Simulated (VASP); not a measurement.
Wanted: the native input for a VASP 6.6.1 run.

```
Task                   : single point
Functional             : PBEsol
Potentials or basis    : VASP PAW PBE potentials, release 64 (Al, Co)
Cutoff                 : 520 eV
k mesh                 : 16 × 16 × 16
Occupations            : gaussian, width 0.1 eV
Spin                   : collinear spin, ferromagnetic start
Starting moments       : [0.0, 1.48, 1.48, 1.48] μB
Dipole correction      : no
Further INCAR settings : ALGO = Fast; EDIFF = 1e-06; NBANDS = 27
```

The structure of AlCo3 lies in POSCAR:

```
AlCo3
1.0
    3.5749480000      0.0000000000      0.0000000000
    0.0000000000      3.5749480000      0.0000000000
    0.0000000000      0.0000000000      3.5749480000
Al Co
1 3
Direct
    0.0000000000      0.0000000000      0.0000000000
    0.5000000000      0.5000000000      0.0000000000
    0.5000000000      0.0000000000      0.5000000000
    0.0000000000      0.5000000000      0.5000000000
```

One way to write it, as run:

INCAR

```
ALGO = Fast ; EDIFF = 1E-6
ENCUT = 520 ; GGA = PS
ISIF = 2 ; ISMEAR = 0
ISPIN = 2 ; LASPH = True
LCHARG = False ; LMAXMIX = 4
LORBIT = 11 ; LREAL = False
LWAVE = False ; MAGMOM = 0 1.48 1.48 1.48
NBANDS = 27 ; NELM = 150
PREC = Accurate ; SIGMA = 0.1
```

KPOINTS

```
k-points
0
Gamma
  16 16 16
```

Potentials or basis: VASP PAW PBE potentials, release 64 (Al, Co).

Command:

```bash
$ cat potpaw_PBE.64/Al/POTCAR potpaw_PBE.64/Co/POTCAR > POTCAR
$ mpirun -np 1 vasp_std > vasp.out
```

It gave:

```
Pressure                                              : -7.8 GPa
Net moment                                            : 3.84 μB per cell
Site moments                                          : Al -0.04; Co +1.31 μB
Valence electrons inside the program's atomic spheres : Al 0.82; Co 8.30
```

Caveat: the cell stands under tension; the PAW data sets were made with another functional, which shifts forces and pressure a little.

It took 3.1 min on 1 thread of Intel(R) Xeon(R) 6975P-C (Granite Rapids), on a shared host, peak memory 0.38 GiB.
